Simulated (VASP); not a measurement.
Set up this calculation in VASP 6.6.1, as the native input.

* Task: single point
* Functional: PBEsol
* Potentials or basis: VASP PAW PBE potentials, release 64 (Zn, S)
* Cutoff: 520 eV
* k mesh: 4 × 4 × 4
* Occupations: gaussian, width 0.01 eV
* Spin: no spin polarisation
* Dipole correction: no
* Further INCAR settings: ALGO = Normal; EDIFF = 1e-07; NBANDS = 36

The structure of ZnS lies in POSCAR:

```
ZnS
1.0
    1.9030712000      1.0987386700      9.3519478300
   -1.9030712000      1.0987386700      9.3519478300
    0.0000000000     -2.1974773400      9.3519478300
Zn S
3 3
Direct
    0.9999711400      0.9999711400      0.9999711400
    0.2222694100      0.2222694100      0.2222694100
    0.4446134400      0.4446134400      0.4446134400
    0.0832671700      0.0832671700      0.0832671700
    0.5278423000      0.5278423000      0.5278423000
    0.3053625400      0.3053625400      0.3053625400
```

These files were run (other wordings do the same):

INCAR

```
PREC = Accurate ; ENCUT = 520
EDIFF = 1E-7 ; ISMEAR = 0
SIGMA = 0.01 ; LREAL = False
LASPH = True ; NELM = 100
ALGO = Normal ; ISIF = 2
LWAVE = False ; LCHARG = False
GGA = PS ; NBANDS = 36
```

KPOINTS

```
Automatic mesh
0
Gamma
  4 4 4
```

Potentials or basis: VASP PAW PBE potentials, release 64 (Zn, S).

Launch:

```sh
$ cat potpaw_PBE.64/Zn/POTCAR potpaw_PBE.64/S/POTCAR > POTCAR
$ mpirun -np 1 vasp_std > vasp.out
```

Results of the run:

The pressure is -0.9 GPa and the largest force is 0.013 eV/Å. The band gap on the k mesh is 2.06 eV.

Caveat: the k points lie up to 0.48 Å⁻¹ apart; the PAW data sets were made with another functional, which shifts forces and pressure a little.

It took 5.1 min on 1 thread of Intel(R) Xeon(R) Platinum 8375C CPU @ 2.90GHz (Ice Lake), on a shared host, peak memory 0.68 GiB.
